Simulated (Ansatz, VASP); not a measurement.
## Two plane-wave programs on AlAs

Contents of INCAR:

```
SYSTEM = AlAs
  PREC = Accurate
  ENCUT = 500
  EDIFF = 1E-6
  ISMEAR = 0
  SIGMA = 0.02
  LREAL = .FALSE.
  LASPH = .TRUE.
  NELM = 120
  ALGO = Normal
  ISIF = 2
  LWAVE = .FALSE.
  LCHARG = .FALSE.
  GGA = PE
  NBANDS = 11
  GGA_COMPAT = .FALSE.
```

KPOINTS

```
regular mesh
0
G
  8 8 8
  0 0 0
```

Contents of POSCAR:

```
AlAs
1.0
    0.0000000000      2.8638561902      2.8638561902
    2.8638561902      0.0000000000      2.8638561902
    2.8638561902      2.8638561902      0.0000000000
Al As
1 1
Direct
    0.0000000000      0.0000000000      0.0000000000
    0.2500000000      0.2500000000      0.2500000000
```

Input for Ansatz:

```yaml
crystal:
  lattice:
    - [0.0, 2.8638561902, 2.8638561902]
    - [2.8638561902, 0.0, 2.8638561902]
    - [2.8638561902, 2.8638561902, 0.0]
  atoms:
    - { symbol: Al, position: [0.0, 0.0, 0.0] }
    - { symbol: As, position: [0.25, 0.25, 0.25] }
basis:
  ecutwfc: 420
kpoints:
  mp_grid: { grid: [8, 8, 8] }
  band_path:
    path:
      - [[0.0, 0.0, 0.0], [-0.5, -0.5, 0.0], [-0.375, -0.375, 0.25]]
      - [[-0.375, 0.0, 0.375], [0.0, 0.0, 0.0], [0.0, 0.0, 0.5], [-0.5, -0.25, 0.25], [-0.5, -0.5, 0.0]]
    npoints: 10
hamiltonian:
  xc: pbe
  pseudopotentials: { kind: paw, azcp: { folder: soft_1 } }
scf:
  occupations: { method: gaussian, width: 0.02 }
  n_extra_bands: 7
output:
  forces: true
  stress: true
  eigenvalues: true
```

Alike in both runs: task single point; functional PBE; k mesh 8 × 8 × 8; occupations gaussian, width 0.02 eV; no spin polarisation.

|  | VASP | Ansatz |
| --- | --- | --- |
| version | VASP 6.6.1 | Ansatz 0.2.0 |
| potentials or method | VASP PAW PBE potentials, release 64 (Al, As), cutoff 500 eV | scalar-relativistic, plane waves, PAW |
| valence electrons in the cell | 8 | 18 |

```csv
,VASP,Ansatz,Ansatz less VASP
gap on the k mesh at the Fermi level (eV),1.49,1.50,+0.009
least direct gap on the mesh (eV),1.78,1.78,-0.003
pressure (GPa),0.2,0.0,-0.17
```

VASP's potentials hold 8 valence electrons a cell and Ansatz's 18, so a difference there can come from the potentials and not from the codes.
